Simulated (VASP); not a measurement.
# Au (P6_3/mmc) in VASP: further runs

Runs on Au. Level: LDA. Tasks: electric field gradients, single point.

All numbers are computed with VASP 6.6.1; they aren't measurements. Logs are shortened: lines on timing, memory, paths and dates and some standing lists are left out, and cuts for length are marked.

### Step 1. The cell of the first run

Symmetry: P6_3/mmc, No. 194, hexagonal system. Conventional cell: a = 2.900 Å, b = 2.900 Å, c = 4.880 Å, α = 90.00°, β = 90.00°, γ = 120.00°. Within 3.8 Å of Au (site symmetry -6m2) lie 12 Au at 2.90 to 2.96 Å.

This isn't the form of Au at room conditions, which is fcc.

### Step 2. Electric field gradients, LDA

Contents of INCAR:

```
SYSTEM = Au
PREC = Accurate
ENCUT = 520
EDIFF = 1E-8
ISMEAR = -1
SIGMA = 0.03
LREAL = .False.
LASPH = .True.
NELM = 100
ALGO = Normal
ISIF = 2
LWAVE = .False.
LCHARG = .False.
LEFG = .True.
NBANDS = 18
```

Contents of KPOINTS:

```
Automatic mesh
0
Gamma
  14 14 8
  0 0 0
```

Contents of POSCAR:

```
Au
1.0
    2.8999984104      0.0000000000      0.0000000000
   -1.4499992052      2.5114722944      0.0000000000
    0.0000000000      0.0000000000      4.8800000000
Au
2
Direct
    0.3333333333      0.6666666667      0.7500000000
    0.6666666667      0.3333333333      0.2500000000
```

Potentials or basis: VASP PAW LDA potentials, release 64 (Au).

On the command line:

```console
> cat potpaw_LDA.64/Au/POTCAR > POTCAR
> mpirun -np 1 vasp_std > vasp.out
```

OUTCAR:

```text
SYSTEM = Au
   PREC = Accurate
   ENCUT = 520
   EDIFF = 1E-8
   ISMEAR = -1
   LREAL = .False.
   LASPH = .True.
   NELM = 100
   ISIF = 2

 ion  position               nearest neighbor table
   1  0.333  0.667  0.750-   2 2.96   2 2.96   2 2.96   2 2.96   2 2.96   2 2.96
   2  0.667  0.333  0.250-   1 2.96   1 2.96   1 2.96   1 2.96   1 2.96   1 2.96

  LATTYP: Found a hexagonal cell.
 ALAT       =     2.8999984104
 C/A-ratio  =     1.6827595431

  Lattice vectors:

 A1 = (   2.8999984104,   0.0000000000,   0.0000000000)
 A2 = (  -1.4499992052,   2.5114722944,   0.0000000000)
 A3 = (   0.0000000000,   0.0000000000,   4.8800000000)

Analysis of symmetry for initial positions (statically):
=====================================================================
 Subroutine PRICEL returns:
 Original cell was already a primitive cell.

 Routine SETGRP: Setting up the symmetry group for a
 hexagonal supercell.

 Subroutine GETGRP returns: Found 24 space group operations
 (whereof 12 operations were pure point group operations)
 out of a pool of 24 trial point group operations.

The static configuration has the point symmetry D_3d.
 The point group associated with its full space group is D_6h.

Analysis of symmetry for dynamics (positions and initial velocities):
=====================================================================
 Subroutine PRICEL returns:
 Original cell was already a primitive cell.

 Routine SETGRP: Setting up the symmetry group for a
 hexagonal supercell.

 Subroutine GETGRP returns: Found 24 space group operations
 (whereof 12 operations were pure point group operations)
 out of a pool of 24 trial point group operations.

The dynamic configuration has the point symmetry D_3d.
 The point group associated with its full space group is D_6h.

 Subroutine INISYM returns: Found 24 space group operations
 (whereof 12 operations are pure point group operations),
 and found     1 'primitive' translations

----------------------------------------------------------------------------------------

                                     Primitive cell

  volume of cell :      35.5423

  direct lattice vectors                    reciprocal lattice vectors
     2.899998410  0.000000000  0.000000000     0.344827775  0.199086409  0.000000000
    -1.449999205  2.511472294  0.000000000     0.000000000  0.398172818  0.000000000
     0.000000000  0.000000000  4.880000000     0.000000000  0.000000000  0.204918033

  length of vectors
     2.899998410  2.899998410  4.880000000     0.398172818  0.398172818  0.204918033

  position of ions in fractional coordinates (direct lattice)
     0.333333333  0.666666667  0.750000000
     0.666666667  0.333333333  0.250000000

  ion indices of the primitive-cell ions
   primitive index   ion index
                 1           1
                 2           2

----------------------------------------------------------------------------------------

 KPOINTS: Automatic mesh

Automatic generation of k-mesh.
 Grid dimensions read from file:
 generate k-points for:   14   14    8

 Generating k-lattice:

  Cartesian coordinates                     Fractional coordinates (reciprocal lattice)
     0.024630555  0.014220458  0.000000000     0.071428571  0.000000000  0.000000000
     0.000000000  0.028440916  0.000000000     0.000000000  0.071428571  0.000000000
     0.000000000  0.000000000  0.025614754     0.000000000  0.000000000  0.125000000

  Length of vectors
     0.028440916  0.028440916  0.025614754

  Shift w.r.t. Gamma in fractional coordinates (k-lattice)
     0.000000000  0.000000000  0.000000000

 Subroutine IBZKPT returns following result:
 ===========================================

 Found    120 irreducible k-points:

 Following reciprocal coordinates:
            Coordinates               Weight
  0.000000  0.000000  0.000000      1.000000
  0.071429 -0.000000  0.000000      6.000000
  0.142857  0.000000  0.000000      6.000000
  0.214286 -0.000000  0.000000      6.000000
  0.285714  0.000000  0.000000      6.000000
  0.357143  0.000000  0.000000      6.000000
[... 16 lines left out ...]
  0.285714  0.285714  0.000000      6.000000
  0.357143  0.285714  0.000000      6.000000
 [... further k-points ...]
   k-points           NKPTS =    120   k-points in BZ     NKDIM =    120   number of bands    NBANDS=     18
   number of dos      NEDOS =    301   number of ions     NIONS =      2
   total plane-waves  NPLWV =  20736
   dimension x,y,z NGX =    24 NGY =   24 NGZ =   36
   dimension x,y,z NGXF=    48 NGYF=   48 NGZF=   72
   ions per type =               2
   NGX,Y,Z   is equivalent  to a cutoff of  13.76, 13.76, 12.26 a.u.
   NGXF,Y,Z  is equivalent  to a cutoff of  27.52, 27.52, 24.53 a.u.
 SYSTEM =  Au
   PREC   = accura    normal or accurate (medium, high low for compatibility)
   ISTART =      0    job   : 0-new  1-cont  2-samecut
   ICHARG =      2    charge: 1-file 2-atom 10-const
   ISPIN  =      1    spin polarized calculation?
   LNONCOLLINEAR =      F non collinear calculations
   LSORBIT =      F    spin-orbit coupling
   LASPH  =      T    aspherical Exc in radial PAW
   ENCUT  =  520.0 eV  38.22 Ry    6.18 a.u.   5.39  5.39  9.07*2*pi/ulx,y,z
   NELM   =    100;   NELMIN=  2; NELMDL= -5     # of ELM steps
   EDIFF  = 0.1E-07   stopping-criterion for ELM
   LREAL  =      F    real-space projection
   EDIFFG = 0.1E-06   stopping-criterion for IOM
   NSW    =      0    number of steps for IOM
   IBRION =     -1    ionic relax: 0-MD 1-quasi-New 2-CG
   NFREE  =      0    steps in history (QN), initial steepest desc. (CG)
   ISIF   =      2    stress and relaxation
   ISYM   =      2    0-nonsym 1-usesym 2-fastsym
   POTIM  = 0.5000    time-step for ionic-motion
   TEBEG  =    0.0;   TEEND  =   0.0 temperature during run
   PSTRESS=    0.0 pullay stress
   NELECT =      22.0000    total number of electrons
   NUPDOWN=      -1.0000    fix difference up-down
   EMIN   =  10.00;   EMAX   =-10.00  energy-range for DOS
   EFERMI =   0.00;   METHOD = LEGACY
   ISMEAR =    -1;   SIGMA  =   0.03  broadening in eV -4-tet -1-fermi 0-gaus
   EFERMI_NEDOS =   21; number of points for ismear=-14 and -15
   IALGO  =     38    algorithm
   IMIX   =      4    mixing-type and parameters
     AMIX     =   0.40;   BMIX     =  1.00
     AMIX_MAG =   1.60;   BMIX_MAG =  1.00
  volume/ion in A,a.u.               =      17.77       119.93
  Fermi-wavevector in a.u.,A,eV,Ry     =   1.395191  2.636529 26.484537  1.946559
  Thomas-Fermi vector in A             =   2.518667
   LORBIT       =      0    0 simple, 1 ext, 2 COOP (PROOUT), +10 PAW based schemes
   GGA     = CA    functional components
   LHFCALC =     F    Hartree Fock is set to
   AEXX    =    0.0000 exact exchange contribution
   IVDW    =     0    specifies the selected vdW correction
   LEPSILON=     F    determine dielectric tensor
   LRPA    =     F    only Hartree local field effects (RPA)
 non-spin polarized calculation
  energy-cutoff  :      520.00
  volume of cell :       35.54
 maximum number of plane-waves:       984
 NGX is ok and might be reduce to    24
   NGX = 11   NGY = 11   NGZ = 19

 number of electron      22.0000001 magnetization

 Free energy of the ion-electron system (eV)
  ---------------------------------------------------
  ext. energy  EPLUGINS =         0.00000000
  ---------------------------------------------------
  free energy    TOTEN  =        -8.78870910 eV

  energy without entropy =       -8.78473031  energy(sigma->0) =       -8.78671970

 E-fermi :   8.5624     XC(G=0): -12.7407

 val. band max:        8.5537324555   @ k =   0.3571   0.1429   0.2500
 cond. band min:       8.5835884029   @ k =   0.4286   0.0714   0.1250
 fundamental gap:      0.0298559474
 Fermi energy:         8.5623599196

 k-point     1 :       0.0000    0.0000    0.0000
  band No.  band energies     occupation
      1      -0.8901      2.00000
      2       1.5162      2.00000
      3       3.9219      2.00000
      4       4.2016      2.00000
      5       4.2016      2.00000
      6       4.4901      2.00000
[... 10 lines left out ...]
     17      26.6015      0.00000
     18      26.6015      0.00000

 k-point     2 :       0.0714   -0.0000    0.0000
  band No.  band energies     occupation
      1      -0.7335      2.00000
      2       1.6458      2.00000
      3       3.8737      2.00000
      4       4.2395      2.00000
      5       4.3043      2.00000
      6       4.4367      2.00000
[... 10 lines left out ...]
     17      25.7771      0.00000
     18      26.1670      0.00000

 k-point     3 :       0.1429    0.0000    0.0000
  band No.  band energies     occupation
      1      -0.2805      2.00000
      2       1.9911      2.00000
      3       3.7283      2.00000
      4       4.2353      2.00000
      5       4.4782      2.00000
      6       4.6024      2.00000
[... 10 lines left out ...]
     17      24.9348      0.00000
     18      26.2750      0.00000

 k-point     4 :       0.2143   -0.0000    0.0000
  band No.  band energies     occupation
      1       0.4062      2.00000
      2       2.3624      2.00000
      3       3.6564      2.00000
      4       3.9424      2.00000
      5       4.0743      2.00000
      6       4.7451      2.00000
[... 10 lines left out ...]
     17      25.1012      0.00000
     18      25.5946      0.00000

 k-point     5 :       0.2857    0.0000    0.0000
  band No.  band energies     occupation
      1       1.1742      2.00000
      2       2.4293      2.00000
      3       3.3597      2.00000
      4       3.8851      2.00000
      5       4.0776      2.00000
      6       4.5457      2.00000
[... 10 lines left out ...]
     17      23.0732      0.00000
     18      25.0327      0.00000

 k-point     6 :       0.3571    0.0000    0.0000
  band No.  band energies     occupation
      1       1.7490      2.00000
      2       2.2756      2.00000
      3       2.9267      2.00000
      4       4.1501      2.00000
      5       4.3815      2.00000
      6       4.4949      2.00000
[... 307 lines left out ...]
 k-point    21 :       0.2857    0.2143    0.0000
  band No.  band energies     occupation
      1       2.6859      2.00000
      2       2.8062      2.00000
      3       2.9691      2.00000
      4       3.6529      2.00000
      5       3.9723      2.00000
      6       4.4902      2.00000
[... 10 lines left out ...]
     17      21.5234      0.00000
     18      22.0383      0.00000

 k-point    22 :       0.3571    0.2143    0.0000
  band No.  band energies     occupation
      1       2.7001      2.00000
      2       2.7998      2.00000
      3       2.8558      2.00000
      4       4.0175      2.00000
      5       4.0705      2.00000
      6       4.2936      2.00000
[... 10 lines left out ...]
     17      20.3350      0.00000
     18      21.4667      0.00000

 k-point    23 :       0.2857    0.2857    0.0000
  band No.  band energies     occupation
      1       2.7355      2.00000
      2       2.9696      2.00000
      3       3.2280      2.00000
      4       3.6741      2.00000
      5       3.9652      2.00000
      6       4.2879      2.00000
[... 10 lines left out ...]
     17      19.9665      0.00000
     18      20.5201      0.00000

 k-point    24 :       0.3571    0.2857    0.0000
  band No.  band energies     occupation
      1       2.7129      2.00000
      2       3.1225      2.00000
      3       3.1730      2.00000
      4       3.7956      2.00000
      5       4.0262      2.00000
      6       4.1504      2.00000
[... 10 lines left out ...]
     17      19.3566      0.00000
     18      19.5975      0.00000

 [... further k-points ...]
[... 5 lines left out ...]
  --------------------------------------------------------------------------------------
  -------------------------------------------------------------------------------------
  Total       -2.2798953     -2.2798953     -2.2930330      0.0000000      0.0000000      0.0000000
  in kB     -102.7731141   -102.7731141   -103.3653346      0.0000000      0.0000000      0.0000000
  external PRESSURE =    -102.9705209 kB  Pullay stress =       0.0000000 kB

 VOLUME and BASIS-vectors are now :
 -----------------------------------------------------------------------------
  energy-cutoff  :      520.00
  volume of cell :       35.54
      direct lattice vectors                 reciprocal lattice vectors
     2.899998410  0.000000000  0.000000000     0.344827775  0.199086409  0.000000000
    -1.449999205  2.511472294  0.000000000     0.000000000  0.398172818  0.000000000
     0.000000000  0.000000000  4.880000000     0.000000000  0.000000000  0.204918033

 POSITION                                       TOTAL-FORCE (eV/Angst)
 -----------------------------------------------------------------------------------
     -0.00000      1.67431      3.66000        -0.000000      0.000000      0.000000
      1.45000      0.83716      1.22000         0.000000     -0.000000      0.000000
 -----------------------------------------------------------------------------------
    total drift:                               -0.000000      0.000000     -0.000000

  FREE ENERGIE OF THE ION-ELECTRON SYSTEM (eV)
  ---------------------------------------------------
  free  energy   TOTEN  =        -8.7887090974 eV

  energy  without entropy=       -8.7847303067  energy(sigma->0) =       -8.78671970

 Electric field gradients (V/A^2)
---------------------------------------------------------------------
 ion       V_xx      V_yy      V_zz      V_xy      V_xz      V_yz
---------------------------------------------------------------------
   1     -11.475   -11.476    22.951    -0.000     0.000    -0.000
   2     -11.475   -11.476    22.951    -0.000    -0.000     0.000
---------------------------------------------------------------------

 Electric field gradients after diagonalization (V/A^2)
 (convention: |V_zz| > |V_xx| > |V_yy|)
----------------------------------------------------------------------
 ion       V_xx      V_yy      V_zz     asymmetry (V_yy - V_xx)/ V_zz
----------------------------------------------------------------------
   1     -11.476   -11.475    22.951       0.000
   2     -11.476   -11.475    22.951       0.000
----------------------------------------------------------------------

           NMR quadrupolar parameters

 Cq : quadrupolar parameter    Cq=e*Q*V_zz/h
 eta: asymmetry parameters     (V_yy - V_xx)/ V_zz
 Q  : nuclear electric quadrupole moment in mb (millibarn)
----------------------------------------------------------------------
 ion       Cq(MHz)       eta       Q (mb)
----------------------------------------------------------------------
   1       0.055       0.000       1.000
   2       0.055       0.000       1.000
----------------------------------------------------------------------
```

It took 65 s on 1 thread of Intel Xeon 8259CL, shared host; peak memory 0.19 GiB.

What came out:

- Free energy: -8.7887 eV
- Pressure: -10.3 GPa
- Band gap on the k mesh: zero (bands 11 and 12 overlap by 6.31 eV)
- Largest electric field gradient by atom: Au +23.0 V/Å²

Electric field gradients, principal values (V/Å²):
```csv
atom,least,middle,greatest (by size)
1 Au,-11.475,-11.476,22.951
2 Au,-11.475,-11.476,22.951
```

Caveat: the cell stands under tension; without QUAD_EFG the Cq values of the log hold for a quadrupole moment of 1 mb, not for the nuclei; spin-orbit coupling is left out, which moves the levels of the heavy elements.

### Step 3. Electric field gradients, LDA

Contents of INCAR:

```
PREC     = Accurate       # precision mode
ENCUT    = 520            # plane-wave cutoff, eV
EDIFF    = 1E-8           # SCF threshold, eV
ISMEAR   = -1             # smearing method
SIGMA    = 0.03           # smearing width, eV
LREAL    = F              # projectors in reciprocal space
LASPH    = T              # aspherical terms in the spheres
NELM     = 100            # most SCF steps
ALGO     = Normal         # electronic algorithm
ISIF     = 2              # what is computed and relaxed
LWAVE    = F              # write WAVECAR
LCHARG   = F              # write CHGCAR
LEFG     = T            
NBANDS   = 18             # bands
```

Contents of KPOINTS:

```
Automatic mesh
0
Gamma
  14 14 8
```

POSCAR is that of step 2.

Potentials or basis: VASP PAW LDA potentials, release 64 (Au).

On the command line:

```console
> cat potpaw_LDA.64/Au/POTCAR > POTCAR
> mpirun -np 1 vasp_std > vasp.out
```

OUTCAR:

```text
PREC = Accurate
   ENCUT = 520
   EDIFF = 1E-8
   ISMEAR = -1
   LREAL = F
   LASPH = T
   NELM = 100
   ISIF = 2

 ion  position               nearest neighbor table
   1  0.333  0.667  0.750-   2 2.96   2 2.96   2 2.96   2 2.96   2 2.96   2 2.96
   2  0.667  0.333  0.250-   1 2.96   1 2.96   1 2.96   1 2.96   1 2.96   1 2.96

  LATTYP: Found a hexagonal cell.
 ALAT       =     2.8999984104
 C/A-ratio  =     1.6827595431

  Lattice vectors:

 A1 = (   2.8999984104,   0.0000000000,   0.0000000000)
 A2 = (  -1.4499992052,   2.5114722944,   0.0000000000)
[... 718 lines left out ...]
  ---------------------------------------------------
  free  energy   TOTEN  =        -8.7887090974 eV

  energy  without entropy=       -8.7847303067  energy(sigma->0) =       -8.78671970

 Electric field gradients (V/A^2)
---------------------------------------------------------------------
 ion       V_xx      V_yy      V_zz      V_xy      V_xz      V_yz
---------------------------------------------------------------------
   1     -11.475   -11.476    22.951    -0.000     0.000    -0.000
   2     -11.475   -11.476    22.951    -0.000    -0.000     0.000
---------------------------------------------------------------------

 Electric field gradients after diagonalization (V/A^2)
 (convention: |V_zz| > |V_xx| > |V_yy|)
----------------------------------------------------------------------
 ion       V_xx      V_yy      V_zz     asymmetry (V_yy - V_xx)/ V_zz
----------------------------------------------------------------------
   1     -11.476   -11.475    22.951       0.000
   2     -11.476   -11.475    22.951       0.000
----------------------------------------------------------------------

           NMR quadrupolar parameters

 Cq : quadrupolar parameter    Cq=e*Q*V_zz/h
 eta: asymmetry parameters     (V_yy - V_xx)/ V_zz
 Q  : nuclear electric quadrupole moment in mb (millibarn)
----------------------------------------------------------------------
 ion       Cq(MHz)       eta       Q (mb)
----------------------------------------------------------------------
   1       0.055       0.000       1.000
   2       0.055       0.000       1.000
----------------------------------------------------------------------
```

stdout:

```text
POSCAR found type information on POSCAR Au
 POSCAR found :  1 types and       2 ions
 scaLAPACK will be used
 LDA part: xc-table for (Slater(with rela. corr.)+CA(PZ))
 , standard interpolation
 POSCAR, INCAR and KPOINTS ok, starting setup
 FFT: planning ... GRIDC
 FFT: planning ... GRID_SOFT
 FFT: planning ... GRID
 WAVECAR not read
 entering main loop
ion   1

ion   2
```

It took 52 s on 1 thread of Intel Xeon 8259CL, shared host; peak memory 0.19 GiB.

Results:

| Property | Result |
| --- | --- |
| Free energy | -8.7887 eV |
| Pressure | -10.3 GPa |
| Band gap on the k mesh | zero (bands 11 and 12 overlap by 6.31 eV) |
| Largest electric field gradient by atom | Au +23.0 V/Å² |

Levels at points of the mesh, in eV from the Fermi level:
```tsv
k point	band 9	band 10	band 11	band 12	band 13	band 14
(0.00, 0.00, 0.00)	-3.40	-2.12	-2.12	-0.98	2.46	14.62
(0.50, 0.00, 0.00)	-1.82	-1.65	0.38	1.50	5.59	7.02
(0.00, 0.00, 0.50)	-2.55	-2.55	-2.55	-2.55	10.30	10.30
(0.50, 0.00, 0.50)	-1.72	-1.72	0.53	0.53	3.75	3.75
```

Electric field gradients, principal values (V/Å²):
```
atom    least   middle  greatest (by size)
1 Au  -11.475  -11.476              22.951
2 Au  -11.475  -11.476              22.951
```

Caveat: the cell stands under tension; without QUAD_EFG the Cq values of the log hold for a quadrupole moment of 1 mb, not for the nuclei; spin-orbit coupling is left out, which moves the levels of the heavy elements.

(Part 1 of 2 ends here.)
